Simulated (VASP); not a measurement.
# CuSi16 (a cell with a defect) in VASP: single point with PBE

Aim: the single point of CuSi16 (a cell with a defect) with PBE.

All numbers are computed with VASP 6.6.1; they aren't measurements. Logs are shortened: lines on timing, memory, paths and dates and some standing lists are left out, and cuts for length are marked.

### Step 1. The cell of the first run

The cell holds a defect, 17 atoms: a = 7.679 Å, b = 7.679 Å, c = 7.679 Å, α = 60.00°, β = 60.00°, γ = 60.00°.

### Step 2. Single point, PBE

Contents of INCAR:

```
PREC = Accurate
ENCUT = 520
EDIFF = 1E-6
ISMEAR = 0
SIGMA = 0.02
LREAL = Auto
LASPH = T
NELM = 100
ALGO = Normal
ISIF = 2
LWAVE = F
LCHARG = F
GGA = PE
NELECT = 74.0
NBANDS = 52
```

Contents of KPOINTS:

```
regular mesh
0
Gamma
  2 2 2
```

Contents of POSCAR:

```
CuSi16
1.0
    0.0000000000      5.4300000000      5.4300000000
    5.4300000000      0.0000000000      5.4300000000
    5.4300000000      5.4300000000      0.0000000000
Si Cu
16 1
Direct
   -0.0127231123     -0.0087361878      0.0304472376
    0.1286386740      0.1250558011      0.1285721915
    0.0066731123      0.0125372007      0.4995182320
    0.1192167587      0.1120123389      0.6585576427
    0.0139544199      0.4983181400     -0.0109790976
    0.1286456722      0.6181152855      0.1278517495
    0.0058195212      0.4824283610      0.4986640884
    0.1407198895      0.6214314917      0.6175915285
    0.5000210866      0.0098266114     -0.0127115101
    0.6149103131      0.1290837937      0.1264303867
    0.4877943831      0.0064627072      0.4978494475
    0.6225603131      0.1458857274      0.6165148250
    0.5000581031      0.5023488950     -0.0132175875
    0.6415291897      0.6365312155      0.0845135359
    0.5092104972      0.5162674033      0.4564255985
    0.6217620626      0.6152732965      0.6158349908
    0.8145015654      0.8142115101      0.5568964088
```

Potentials or basis: VASP PAW PBE potentials, release 64 (Si, Cu).

The run is started by

```sh
cat potpaw_PBE.64/Si/POTCAR potpaw_PBE.64/Cu/POTCAR > POTCAR
mpirun -np 1 vasp_std > vasp.out
```

OUTCAR:

```text
PREC = Accurate
   ENCUT = 520
   EDIFF = 1E-6
   ISMEAR = 0
   LREAL = Auto
   LASPH = T
   NELM = 100
   ISIF = 2
   GGA = PE
   NELECT = 74.0

 ion  position               nearest neighbor table
   1  0.987  0.991  0.030-   4 2.33  10 2.34   6 2.35   2 2.35
   2  0.129  0.125  0.129-   3 2.33   9 2.33   5 2.34   1 2.35
   3  0.007  0.013  0.500-   2 2.33   4 2.34  17 2.37  12 2.41   8 2.45
   4  0.119  0.112  0.659-  11 2.32   1 2.33   7 2.34   3 2.34
   5  0.014  0.498  0.989-   8 2.33   2 2.34   6 2.34  14 2.34
   6  0.129  0.618  0.128-   7 2.33  13 2.33   5 2.34   1 2.35
   7  0.006  0.482  0.499-   6 2.33   4 2.34  17 2.36  16 2.41   8 2.46
   8  0.141  0.621  0.618-  15 2.32   5 2.33  17 2.34   3 2.45   7 2.46
   9  0.500  0.010  0.987-  12 2.33   2 2.33  10 2.34  14 2.35
  10  0.615  0.129  0.126-  11 2.33   1 2.34  13 2.34   9 2.34
  11  0.488  0.006  0.498-   4 2.32  10 2.33  17 2.33  16 2.45  12 2.46
  12  0.623  0.146  0.617-   9 2.33  15 2.34  17 2.37   3 2.41  11 2.46
  13  0.500  0.502  0.987-  16 2.33   6 2.33  10 2.34  14 2.35
  14  0.642  0.637  0.085-  15 2.33   5 2.34   9 2.35  13 2.35
  15  0.509  0.516  0.456-   8 2.32  14 2.33  12 2.34  16 2.34
  16  0.622  0.615  0.616-  13 2.33  15 2.34  17 2.37   7 2.41  11 2.45
  17  0.815  0.814  0.557-  11 2.33   8 2.34   7 2.36  12 2.37   3 2.37  16 2.37

  LATTYP: Found a face centered cubic cell.
 ALAT       =    10.8600000000

  Lattice vectors:

 A1 = (   0.0000000000,   5.4300000000,   5.4300000000)
 A2 = (   5.4300000000,   0.0000000000,   5.4300000000)
 A3 = (   5.4300000000,   5.4300000000,   0.0000000000)

Analysis of symmetry for initial positions (statically):
=====================================================================
 Subroutine PRICEL returns:
 Original cell was already a primitive cell.

 Routine SETGRP: Setting up the symmetry group for a
 face centered cubic supercell.

 Subroutine GETGRP returns: Found  1 space group operations
 (whereof  1 operations were pure point group operations)
 out of a pool of 48 trial point group operations.

The static configuration has the point symmetry C_1 .

Analysis of symmetry for dynamics (positions and initial velocities):
=====================================================================
 Subroutine PRICEL returns:
[... 124 lines left out ...]
   EDIFFG = 0.1E-04   stopping-criterion for IOM
   NSW    =      0    number of steps for IOM
   IBRION =     -1    ionic relax: 0-MD 1-quasi-New 2-CG
   NFREE  =      0    steps in history (QN), initial steepest desc. (CG)
   ISIF   =      2    stress and relaxation
   ISYM   =      2    0-nonsym 1-usesym 2-fastsym
   POTIM  = 0.5000    time-step for ionic-motion
   TEBEG  =    0.0;   TEEND  =   0.0 temperature during run
   PSTRESS=    0.0 pullay stress
   NELECT =      74.0000    total number of electrons
   NUPDOWN=      -1.0000    fix difference up-down
   EMIN   =  10.00;   EMAX   =-10.00  energy-range for DOS
   EFERMI =   0.00;   METHOD = LEGACY
   ISMEAR =     0;   SIGMA  =   0.02  broadening in eV -4-tet -1-fermi 0-gaus
   EFERMI_NEDOS =   21; number of points for ismear=-14 and -15
   IALGO  =     38    algorithm
   IMIX   =      4    mixing-type and parameters
     AMIX     =   0.40;   BMIX     =  1.00
     AMIX_MAG =   1.60;   BMIX_MAG =  1.00
  volume/ion in A,a.u.               =      18.84       127.11
  Fermi-wavevector in a.u.,A,eV,Ry     =   1.004636  1.898488 13.732283  1.009294
  Thomas-Fermi vector in A             =   2.137265
   LORBIT       =      0    0 simple, 1 ext, 2 COOP (PROOUT), +10 PAW based schemes
   GGA     = PE    functional components
   LHFCALC =     F    Hartree Fock is set to
   AEXX    =    0.0000 exact exchange contribution
   IVDW    =     0    specifies the selected vdW correction
   LEPSILON=     F    determine dielectric tensor
   LRPA    =     F    only Hartree local field effects (RPA)
 non-spin polarized calculation
 Gauss-broadening in eV      SIGMA  =   0.02
  energy-cutoff  :      520.00
  volume of cell :      320.21
 maximum number of plane-waves:      8646
 NGX is ok and might be reduce to    60
   NGX = 29   NGY = 29   NGZ = 29

 number of electron      74.0000003 magnetization

 Free energy of the ion-electron system (eV)
  ---------------------------------------------------
  ext. energy  EPLUGINS =         0.00000000
  ---------------------------------------------------
  free energy    TOTEN  =       -94.16973217 eV

  energy without entropy =      -94.16973217  energy(sigma->0) =      -94.16973217

 E-fermi :   6.3951     XC(G=0):  -9.6168

 val. band max:        6.3121868387   @ k =   0.0000   0.0000   0.0000
 cond. band min:       6.4778434180   @ k =   0.0000   0.0000   0.0000
 fundamental gap:      0.1656565793
 Fermi energy:         6.3950621869

 k-point     1 :       0.0000    0.0000    0.0000
  band No.  band energies     occupation
      1      -5.8997      2.00000
      2      -3.5529      2.00000
      3      -3.5188      2.00000
      4      -3.4831      2.00000
      5      -3.4718      2.00000
      6      -1.9442      2.00000
[... 405 lines left out ...]
     48      10.4057      0.00000
     49      10.4684      0.00000
 [bands above 49 left out]

------------------------ aborting loop because EDIFF is reached ----------------------------------------

  FORCE on cell =-STRESS in cart. coord.  units (eV):
  Direction    XX          YY          ZZ          XY          YZ          ZX
  --------------------------------------------------------------------------------------
  -------------------------------------------------------------------------------------
  Total       -1.2269008     -0.8405977     -1.2597331      0.0516077     -0.1561624     -1.2351631
  in kB       -6.1388996     -4.2060000     -6.3031790      0.2582234     -0.7813714     -6.1802409
  external PRESSURE =      -5.5493596 kB  Pullay stress =       0.0000000 kB

 VOLUME and BASIS-vectors are now :
 -----------------------------------------------------------------------------
  energy-cutoff  :      520.00
  volume of cell :      320.21
      direct lattice vectors                 reciprocal lattice vectors
     0.000000000  5.430000000  5.430000000    -0.092081031  0.092081031  0.092081031
     5.430000000  0.000000000  5.430000000     0.092081031 -0.092081031  0.092081031
     5.430000000  5.430000000  0.000000000     0.092081031  0.092081031 -0.092081031

 POSITION                                       TOTAL-FORCE (eV/Angst)
 -----------------------------------------------------------------------------------
      5.54789      5.52624     10.74348         0.009706      0.006638      0.000417
      1.37720      1.39665      1.37756        -0.004831     -0.010784      0.004505
      2.78046      2.74862      0.10431         0.025533      0.005779      0.010283
      4.18420      4.22331      1.25557        -0.027422     -0.005848     -0.004613
      8.07625      5.44616      2.78164         0.014688     -0.002631     -0.000198
      4.05060      1.39278      4.05491        -0.013589     -0.010722     -0.004049
[... 9 lines left out ...]
      6.68492      6.72015      6.71710        -0.022512     -0.004901     -0.003209
      7.44512      7.44669      8.84391         0.002781     -0.004224      0.003627
 -----------------------------------------------------------------------------------
    total drift:                                0.001958      0.005070     -0.001604

  FREE ENERGIE OF THE ION-ELECTRON SYSTEM (eV)
  ---------------------------------------------------
  free  energy   TOTEN  =       -94.1697321705 eV

  energy  without entropy=      -94.1697321704  energy(sigma->0) =      -94.16973217
```

OSZICAR:

```text
N       E                     dE             d eps       ncg     rms          rms(c)
DAV:   1     0.327581415643E+03    0.32758E+03   -0.27656E+04   832   0.123E+03
DAV:   2    -0.550113260058E+02   -0.38259E+03   -0.35821E+03   860   0.241E+02
DAV:   3    -0.959795173663E+02   -0.40968E+02   -0.38968E+02  1128   0.796E+01
[... 11 lines left out ...]
DAV:  15    -0.941697496987E+02    0.47238E-03   -0.24446E-03  1328   0.727E-01    0.787E-02
DAV:  16    -0.941697695333E+02   -0.19835E-04   -0.37204E-04  1040   0.675E-02    0.482E-02
DAV:  17    -0.941697359269E+02    0.33606E-04   -0.10352E-04  1464   0.167E-01    0.234E-02
DAV:  18    -0.941697318246E+02    0.41022E-05   -0.49552E-05  1304   0.786E-02    0.832E-03
DAV:  19    -0.941697321705E+02   -0.34593E-06   -0.38855E-06   816   0.678E-03
   1 F= -.94169732E+02 E0= -.94169732E+02  d E =-.101369E-09
```

It took 7.4 min on 1 thread of Intel Xeon Platinum 8124M at 3.00GHz (Skylake/Cascade Lake), shared host; peak memory 0.5 GiB.

Results:

```yaml
Free_energy: -94.1697 eV
Largest_force: 0.037 eV/Å
```

Forces in eV/Å, atoms in the order of the input:
```
Si   0.010  0.007  0.000
Si  -0.005 -0.011  0.005
Si   0.026  0.006  0.010
Si  -0.027 -0.006 -0.005
Si   0.015 -0.003  0.000
Si  -0.014 -0.011 -0.004
Si   0.009  0.022  0.003
Si  -0.029  0.011 -0.016
Si   0.006  0.015  0.001
Si  -0.008 -0.003 -0.001
Si   0.034 -0.011  0.010
Si  -0.025 -0.017 -0.004
Si   0.009  0.010  0.003
Si  -0.007 -0.009 -0.003
Si   0.027  0.008  0.002
Si  -0.023 -0.005 -0.003
Cu   0.003 -0.004  0.004
```

Caveat: the k points lie up to 0.50 Å⁻¹ apart; the cell carries a net charge on a neutralising background, which shifts energy and pressure; the cell is charged against a uniform background, so pressure and absolute levels hang on convention.
